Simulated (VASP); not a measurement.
Input of a VASP 6.6.1 run:

INCAR

```
PREC = Accurate ; ENCUT = 520
EDIFF = 1E-6 ; ISMEAR = -1
SIGMA = 0.1 ; LREAL = F
LASPH = T ; NELM = 100
ALGO = Normal ; ISIF = 2
LWAVE = F ; LCHARG = T
GGA = B5 ; ALDAX = 1.0
AGGAX = 1.0 ; AGGAC = 1.0
ALDAC = 0.0 ; LELF = T
LVHAR = T ; NBANDS = 19
```

KPOINTS

```
Automatic mesh
0
Gamma
  17 17 17
```

POSCAR

```
Cr
1.0
    0.0000000000      2.5885396673      2.5885396673
    2.5885396673      0.0000000000      2.5885396673
    2.5885396673      2.5885396673      0.0000000000
Cr
2
Direct
    0.1250000000      0.1250000000      0.1250000000
    0.8750000000      0.8750000000      0.8750000000
```

Potentials or basis: VASP PAW PBE potentials, release 64 (Cr_pv).

The run is started by

```bash
$ cat potpaw_PBE.64/Cr_pv/POTCAR > POTCAR
$ mpirun -np 1 vasp_std > vasp.out
```

Q: Estimate the band gap on the k mesh.

A: Zero (band 12 reaches 6.56 eV, above the bottom of band 13 at 6.08 eV).

Q: Predict the pressure.

A: 0.2 GPa.

Caveat: the PAW data sets were made with another functional, which shifts forces and pressure a little; the run has no spin polarisation, though such a crystal can be magnetic. Spin polarisation is off, so any magnetic state and its effect on volume and gap are missing.
